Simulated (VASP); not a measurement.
The system is MgO5.

```
Mg O
1.0
     3.34815    0.00000    0.00000
     0.00000    3.34815    0.00000
     0.00000    0.00000    5.57037
Mg O
1 5
Cartesian
  1.6741 1.6741 2.7852
  1.6741 1.6741 0.7546
  1.6741 1.6741 4.8158
  0.0000 1.6741 0.0000
  1.6741 0.0000 0.0000
  0.0000 0.0000 2.7852
```

The cell was generated, and may not be a known phase.

Base run:

```yaml
Program: VASP 6.6.1
Functional: PBE
Potentials_or_basis: VASP PAW PBE potentials, release 64 (Mg, O)
Cutoff: 520 eV
k_mesh: 6 × 6 × 4
Occupations: gaussian, width 0.1 eV
Spin: no spin polarisation
```

Its results: pressure 7.6 GPa; largest force 0.687 eV/Å.

Question: The run is repeated on the same cell with these changes: spin from no spin polarisation to collinear spin, ferromagnetic start; further incar settings from ALGO = Normal; EDIFF = 1e-07; NBANDS = 25 to ALGO = Normal; EDIFF = 1e-06; NBANDS = 29. What comes out?

Answer: Pressure 7.9 GPa; net moment -0.20 μB per cell; site moments Mg +0.01; O +0.02, +0.03, -0.26 (each value once) μB; largest force 0.578 eV/Å.

Caveats: the stress differs along the axes, from 2 to 19 GPa (at least some runs); the stress differs along the axes, from 3 to 17 GPa (at least some runs).
